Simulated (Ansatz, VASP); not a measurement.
# One calculation of Ir, two programs

```
Ir
1.0
     2.73697    0.00000    0.00000
     0.00000    2.73697    0.00000
     0.00000    0.00000   24.67664
Ir
6
Cartesian
  1.3685 1.3685 7.5837
  0.0000 0.0000 9.4160
  1.3685 1.3685 11.3641
  0.0000 0.0000 13.3125
  1.3685 1.3685 15.2607
  0.0000 0.0000 17.0929
```

Alike in both runs: functional PBE; k mesh 13 × 13 × 1; occupations gaussian, width 0.1 eV; no spin polarisation.

Ansatz relaxed the structure, and its values are those at the end. VASP's run is a single point on that final structure, the one shown.

|  | VASP | Ansatz |
| --- | --- | --- |
| version | VASP 6.6.1 | Ansatz 0.2.0 |
| potentials or method | VASP PAW PBE potentials, release 64 (Ir), cutoff 520 eV | scalar-relativistic, plane waves, PAW |
| valence electrons in the cell | 54 | 102 |

```tsv
	VASP	Ansatz	Ansatz less VASP
gap on the k mesh at the Fermi level (eV)	none	none	-
rms of the force components (eV/Å)	0.018	0.003	-0.0153
```

A gap of «none» marks a metal or a gap that the smearing closes. VASP's potentials hold 54 valence electrons a cell and Ansatz's 102, so a difference there can come from the potentials and not from the codes. Ansatz's warnings: xc potential rough in thin density.

Spin-orbit coupling is off throughout.
